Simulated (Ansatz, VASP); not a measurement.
**Two plane-wave programs on PbO**

Contents of POSCAR:

```
PbO
1.0
    3.9900000000      0.0000000000      0.0000000000
    0.0000000000      3.9900000000      0.0000000000
    0.0000000000      0.0000000000      5.0100000000
Pb O
2 2
Direct
    0.5000000000      0.0000000000      0.7600000000
    0.0000000000      0.5000000000      0.2400000000
    0.5000000000      0.5000000000      0.0000000000
    0.0000000000      0.0000000000      0.0000000000
```

INCAR.step1

```
SYSTEM = PbO
ALGO = Normal
EDIFF = 1E-5
ENCUT = 520
GGA = PE
GGA_COMPAT = .False.
ISIF = 2
ISMEAR = -1
LASPH = .True.
LREAL = .False.
LWAVE = .True.
NBANDS = 28
NELM = 120
PREC = Accurate
SIGMA = 0.05
```

Contents of INCAR.step2:

```
SYSTEM = PbO
AEXX = 0.2
AGGAC = 0.81
AGGAX = 0.72
ALDAC = 0.19
ALGO = Normal
EDIFF = 1E-6
ENCUT = 520
GGA = B3
GGA_COMPAT = .False.
ISIF = 2
ISMEAR = -1
ISTART = 1
LASPH = .True.
LCHARG = .True.
LELF = .True.
LHFCALC = .True.
LREAL = .False.
LVHAR = .True.
LWAVE = .False.
NBANDS = 28
NELM = 120
PREC = Accurate
PRECFOCK = Normal
SIGMA = 0.05
```

KPOINTS

```
k-points
0
Gamma
  4 4 3
  0 0 0
```

Contents of input.yaml:

```yaml
crystal:
  lattice:
    - [3.99, 0.0, 0.0]
    - [0.0, 3.99, 0.0]
    - [0.0, 0.0, 5.01]
  atoms:
    - { symbol: Pb, position: [0.5, 0.0, 0.76] }
    - { symbol: Pb, position: [0.0, 0.5, 0.24] }
    - { symbol: O, position: [0.5, 0.5, 0.0] }
    - { symbol: O, position: [0.0, 0.0, 0.0] }
hamiltonian:
  xc: b3lyp
  pseudopotentials: { kind: paw }
kpoints:
  mp_grid: { grid: [4, 4, 3] }
  band_path:
    path:
      - [[0.0, 0.0, 0.0], [0.0, 0.5, 0.0], [0.5, 0.5, 0.0], [0.0, 0.0, 0.0], [0.0, 0.0, 0.5], [0.0, 0.5, 0.5], [0.5, 0.5, 0.5], [0.0, 0.0, 0.5]]
      - [[0.0, 0.5, 0.0], [0.0, 0.5, 0.5]]
      - [[0.5, 0.5, 0.0], [0.5, 0.5, 0.5]]
    npoints: 4
scf:
  occupations: { method: fermi_dirac, width: 0.05 }
  n_extra_bands: 10
output:
  forces: true
  stress: true
  eigenvalues: true
  fatbands: false
  write_density: true
  write_potential: true
  elf: true
  volumetric_format: npy
```

Alike in both runs: functional B3LYP; k mesh 4 × 4 × 3; occupations fermi-dirac, width 0.05 eV; no spin polarisation.

|  | VASP | Ansatz |
| --- | --- | --- |
| version | VASP 6.6.1 | Ansatz 0.2.0 |
| potentials or method | VASP PAW PBE potentials, release 64 (Pb_d, O) | Ansatz PAW |
| plane-wave cutoff (eV) | 520 | 420 |
| valence electrons in the cell | 40 | 40 |
| task | single point | band structure |

VASP gave:

* gap on the k mesh at the Fermi level (eV): 2.36
* least direct gap on the mesh (eV): 3.67
* pressure (GPa): 3.1
* traceless stress, the component that is largest in VASP (GPa): -0.67
* rms of the force components (eV/Å): 0.098

Problem. Which values does Ansatz return?

Solution. gap on the k mesh at the Fermi level (eV): 2.34; least direct gap on the mesh (eV): 3.63; pressure (GPa): 2.9; traceless stress, the component that is largest in VASP (GPa): -0.69; rms of the force components (eV/Å): 0.137.

VASP's potentials were made for PBE, not for B3LYP. Atom by atom the forces differ by 0.039 eV/Å (rms over components).

Neither program's run includes spin-orbit coupling.
